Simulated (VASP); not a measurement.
A run of VASP 6.6.1:

INCAR

```
SYSTEM = ZnSe2
ALGO = Normal ; EDIFF = 1E-7
ENCUT = 520 ; GGA = PE
ISIF = 2 ; ISMEAR = 0
LASPH = .True. ; LCHARG = .True.
LELF = .True. ; LREAL = .False.
LVHAR = .True. ; LWAVE = .False.
NBANDS = 33 ; NELM = 100
PREC = Accurate ; SIGMA = 0.1
```

KPOINTS

```
k-points
0
Gamma
  4 4 4
  0 0 0
```

File POSCAR:

```
ZnSe2
1.0
    5.0007729000      0.0000000000      0.0000000000
    0.0000000000      6.0707578600      0.0000000000
    0.0000000000      0.0000000000      3.7956315000
Zn Se
2 4
Direct
    0.0000000000      0.0000000000      0.0000000000
    0.5000000000      0.5000000000      0.5000000000
    0.2029999900      0.3750000000      0.0000000000
    0.2970000100      0.8750000000      0.5000000000
    0.7970000100      0.6250000000      0.0000000000
    0.7029999900      0.1250000000      0.5000000000
```

Potentials or basis: VASP PAW PBE potentials, release 64 (Zn, Se).

Launch:

```bash
$ cat potpaw_PBE.64/Zn/POTCAR potpaw_PBE.64/Se/POTCAR > POTCAR
$ mpirun -np 1 vasp_std > vasp.out
```

Hardware: 1 thread of Intel(R) Xeon(R) 6975P-C (Granite Rapids), on a shared host.

Task: Estimate the wall time of this run.

Result: It took 45 s on 1 thread of Intel(R) Xeon(R) 6975P-C (Granite Rapids), on a shared host, peak memory 0.26 GiB. Counts: scf iterations 14, k points 27.
